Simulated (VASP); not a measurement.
A run of VASP 6.6.1 is set up as follows.

Contents of POSCAR:

```
Au
1.0
    0.0000000000      2.0615246536      2.0615246536
    2.0615246536      0.0000000000      2.0615246536
    2.0615246536      2.0615246536      0.0000000000
Au
1
Direct
    0.0000000000      0.0000000000      0.0000000000
```

The input INCAR.step1:

```
SYSTEM = Au
  PREC = Accurate
  ENCUT = 520
  ISMEAR = 0
  SIGMA = 0.1
  LREAL = .False.
  LASPH = .True.
  NELM = 100
  NBANDS = 12
  GGA = PE
  ALGO = Normal
  EDIFF = 1E-4
  LWAVE = .True.
  LCHARG = .False.
```

The input INCAR.step2:

```
SYSTEM = Au
  PREC = Accurate
  ENCUT = 520
  EDIFF = 1E-6
  ISMEAR = 0
  SIGMA = 0.1
  LREAL = .False.
  LASPH = .True.
  NELM = 100
  ALGO = Normal
  ISIF = 2
  LWAVE = .False.
  LCHARG = .True.
  METAGGA = R2SCAN
  LMIXTAU = .True.
  LELF = .True.
  LVHAR = .True.
  NBANDS = 12
  ISTART = 1
```

KPOINTS

```
Automatic mesh
0
Gamma
  13 13 13
  0 0 0
```

Potentials or basis: VASP PAW PBE potentials, release 64 (Au).

Command:

```console
$ cat potpaw_PBE.64/Au/POTCAR > POTCAR
$ cp INCAR.step1 INCAR
$ mpirun -np 1 vasp_std > vasp.out
$ cp INCAR.step2 INCAR
$ mpirun -np 1 vasp_std > vasp.out
```

(1) Predict the pressure.

Answers

(1) 0.1 GPa.

Caveat: the PAW data sets were made with another functional, which shifts forces and pressure a little.
